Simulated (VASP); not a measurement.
**InAs: single point with PBEsol**

Crystal: InAs.

```xyz
2
Lattice="0.0000 2.8624 2.8624 2.8624 0.0000 2.8624 2.8624 2.8624 0.0000" Properties=species:S:1:pos:R:3 pbc="T T T"
In    2.8624    2.8624    2.8624
As    0.0000    0.0000    0.0000
```

```
Program                : VASP 6.6.1
Task                   : single point
Functional             : PBEsol
Potentials or basis    : VASP PAW PBE potentials, release 64 (In_d, As)
Cutoff                 : 520 eV
k mesh                 : 14 × 14 × 14
Occupations            : gaussian, width 0.05 eV
Spin                   : no spin polarisation
Dipole correction      : no
Further INCAR settings : ALGO = Normal; EDIFF = 1e-07; NBANDS = 16
```

```json
{"Pressure": "-2.4 GPa", "Band gap on the k mesh": "zero (bands 9 and 10 overlap by 2.68 eV)"}
```

Levels at points of the mesh, in eV from the Fermi level:
```
           k point  band 5  band 6  band 7  band 8  band 9  band 10  band 11  band 12  band 13  band 14
(0.00, 0.00, 0.00)  -14.20  -12.18   -0.58   -0.17   -0.17    -0.17     7.19     7.19     7.19     7.55
(0.50, 0.00, 0.00)  -14.15  -10.45   -6.59    0.23    0.23     2.10     3.27     3.27     4.50    10.67
(0.50, 0.50, 0.00)  -14.12   -9.53   -4.79   -2.93   -2.25    -2.25     3.81     9.30     9.30    10.13
```

Run time: 78 s on 1 thread of Intel Xeon 8259CL, with other jobs on the host, peak memory 0.23 GiB.

Caveat: the PAW data sets were made with another functional, which shifts forces and pressure a little; spin-orbit coupling is left out, which moves the levels of the heavy elements.
